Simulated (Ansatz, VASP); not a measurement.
## Two plane-wave programs on AlN

Contents of INCAR:

```
PREC = Accurate
ENCUT = 600
EDIFF = 1E-6
ISMEAR = 0
SIGMA = 0.02
LREAL = F
LASPH = T
NELM = 120
ALGO = Normal
ISIF = 2
LWAVE = F
LCHARG = F
GGA = PE
NBANDS = 11
GGA_COMPAT = F
```

KPOINTS

```
regular mesh
0
Gamma
  10 10 10
```

Contents of POSCAR:

```
AlN
1.0
    0.0000000000      2.2012621088      2.2012621088
    2.2012621088      0.0000000000      2.2012621088
    2.2012621088      2.2012621088      0.0000000000
Al N
1 1
Direct
    0.0000000000      0.0000000000      0.0000000000
    0.2500000000      0.2500000000      0.2500000000
```

Input for Ansatz:

```yaml
crystal:
  lattice:
    - [0.0, 2.2012621088, 2.2012621088]
    - [2.2012621088, 0.0, 2.2012621088]
    - [2.2012621088, 2.2012621088, 0.0]
  atoms:
    - { symbol: Al, position: [0.0, 0.0, 0.0] }
    - { symbol: "N", position: [0.25, 0.25, 0.25] }
basis:
  ecutwfc: 420
kpoints:
  mp_grid: { grid: [10, 10, 10] }
  band_path:
    path:
      - [[0.0, 0.0, 0.0], [-0.5, -0.5, 0.0], [-0.375, -0.375, 0.25]]
      - [[-0.375, 0.0, 0.375], [0.0, 0.0, 0.0], [0.0, 0.0, 0.5], [-0.5, -0.25, 0.25], [-0.5, -0.5, 0.0]]
    npoints: 10
hamiltonian:
  xc: pbe
  pseudopotentials: { kind: paw, azcp: { folder: soft_1 } }
scf:
  occupations: { method: gaussian, width: 0.02 }
  n_extra_bands: 7
output:
  forces: true
  stress: true
  eigenvalues: true
```

Alike in both runs: task single point; functional PBE; k mesh 10 × 10 × 10; occupations gaussian, width 0.02 eV; no spin polarisation.

|  | VASP | Ansatz |
| --- | --- | --- |
| version | VASP 6.6.1 | Ansatz 0.2.0 |
| potentials or method | VASP PAW PBE potentials, release 64 (Al, N), cutoff 600 eV | scalar-relativistic, plane waves, PAW |
| valence electrons in the cell | 8 | 8 |

Ansatz gave:

- gap on the k mesh at the Fermi level (eV): 3.31
- least direct gap on the mesh (eV): 3.98
- pressure (GPa): 0.0

Task: Which values does VASP return?

Result: gap on the k mesh at the Fermi level (eV): 3.31; least direct gap on the mesh (eV): 3.99; pressure (GPa): -0.3.
